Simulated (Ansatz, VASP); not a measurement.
# Two plane-wave programs on BeCd2S2

File INCAR:

```
SYSTEM = BeCd2S2
ALGO = Normal
EDIFF = 1E-6
ENCUT = 600
GGA = PE
GGA_COMPAT = .False.
ISIF = 2
ISMEAR = 0
LASPH = .True.
LCHARG = .False.
LREAL = .False.
LWAVE = .False.
NBANDS = 27
NELM = 120
PREC = Accurate
SIGMA = 0.1
```

Contents of KPOINTS:

```
k-points
0
Gamma
  4 4 4
  0 0 0
```

POSCAR

```
BeCd2S2
1.0
    4.0701810800      0.0000000000      0.0000000000
    0.0000000000      4.0701810800      0.0000000000
    0.0000000000      0.0000000000      6.0429121400
Be Cd S
1 2 2
Direct
    0.0000000000      0.0000000000      0.5000000000
    0.5000000000      0.5000000000      0.0000000000
    0.5000000000      0.5000000000      0.5000000000
    0.0000000000      0.0000000000      0.7309601000
    0.0000000000      0.0000000000      0.2690399000
```

Input for Ansatz:

```yaml
crystal:
  lattice:
    - [4.07018108, 0.0, 0.0]
    - [0.0, 4.07018108, 0.0]
    - [0.0, 0.0, 6.04291214]
  atoms:
    - { symbol: Be, position: [0.0, 0.0, 0.5] }
    - { symbol: Cd, position: [0.5, 0.5, 0.0] }
    - { symbol: Cd, position: [0.5, 0.5, 0.5] }
    - { symbol: S, position: [0.0, 0.0, 0.7309601] }
    - { symbol: S, position: [0.0, 0.0, 0.2690399] }
basis:
  ecutwfc: 420
kpoints:
  mp_grid: { grid: [4, 4, 4] }
hamiltonian:
  xc: pbe
scf:
  occupations: { method: gaussian, width: 0.1 }
  lower_state_search: "off"
output:
  forces: true
  stress: true
  eigenvalues: true
```

Alike in both runs: task single point; functional PBE; k mesh 4 × 4 × 4; occupations gaussian, width 0.1 eV; no spin polarisation.

|  | VASP | Ansatz |
| --- | --- | --- |
| version | VASP 6.6.1 | Ansatz 0.2.0 |
| potentials or method | VASP PAW PBE potentials, release 64 (Be, Cd, S), cutoff 600 eV | scalar-relativistic, plane waves, PAW |
| valence electrons in the cell | 38 | 54 |

Ansatz gave:

* gap on the k mesh at the Fermi level (eV): none
* rms of the force components (eV/Å): 8.488

**Question.** Estimate VASP's values.

**Answer.** gap on the k mesh at the Fermi level (eV): none; rms of the force components (eV/Å): 8.467.

Atom by atom the forces differ by 0.021 eV/Å (rms over components). A gap of «none» marks a metal or a gap that the smearing closes. VASP's potentials hold 38 valence electrons a cell and Ansatz's 54, so a difference there can come from the potentials and not from the codes.

The k mesh is coarse, so the values compare programs but aren't converged.
